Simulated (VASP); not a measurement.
Set up this calculation in VASP 6.6.1, as the native input.

- Task: relaxation of cell and atoms
- Functional: LDA
- Potentials or basis: VASP PAW LDA potentials, release 64 (Hf_pv)
- Cutoff: 600 eV
- k mesh: 16 × 16 × 10
- Occupations: gaussian, width 0.1 eV
- Spin: no spin polarisation
- Target pressure: 35 GPa
- Dipole correction: no
- Further INCAR settings: ALGO = Fast; EDIFF = 1e-06; IBRION = 2; EDIFFG = -0.002; NSW = 80; ISIF = 3

The structure of Hf lies in POSCAR:

```
Hf
1.0
    2.9716433512      0.0000000000      0.0000000000
   -1.4858216756      2.5735186331      0.0000000000
    0.0000000000      0.0000000000      4.7674253909
Hf
2
Direct
    0.3333333333      0.6666666667      0.2500000000
    0.6666666667      0.3333333333      0.7500000000
```

The input as run:

INCAR

```
PREC = Accurate
ENCUT = 600
EDIFF = 1E-6
ISMEAR = 0
SIGMA = 0.1
LREAL = F
LASPH = T
NELM = 80
ALGO = Fast
ISIF = 3
LWAVE = F
LCHARG = F
GGA = CA
IBRION = 2
NSW = 80
EDIFFG = -0.002
PSTRESS = 350.0
```

KPOINTS

```
Automatic mesh
0
Gamma
  16 16 10
```

Potentials or basis: VASP PAW LDA potentials, release 64 (Hf_pv).

Command:

```bash
$ cat potpaw_LDA.64/Hf_pv/POTCAR > POTCAR
$ mpirun -np 1 vasp_std > vasp.out
```

It gave:

```json
{
  "Relaxed volume": "16.95 Å³/atom",
  "Relaxed cell": "a = 2.890 Å, b = 2.890 Å, c = 4.688 Å, α = 90.00°, β = 90.00°, γ = 120.00°",
  "Space group after relaxing (to 0.1 Å)": "P6_3/mmc (No. 194)",
  "Energy change on relaxing (the run minimises the enthalpy)": "+218.1 meV/atom",
  "Ionic steps": "10",
  "Pressure after relaxing": "35.0 GPa",
  "Band gap on the k mesh": "zero (bands 10 and 11 overlap by 1.66 eV)"
}
```

Caveat: the cell is relaxed towards a set pressure, so the run minimises the enthalpy, not the energy; spin-orbit coupling is left out, which moves the levels of the heavy elements.

Wall time 4.5 min on 1 thread of AMD EPYC 9R45 (Zen 5), on a shared host, peak memory 0.2 GiB.
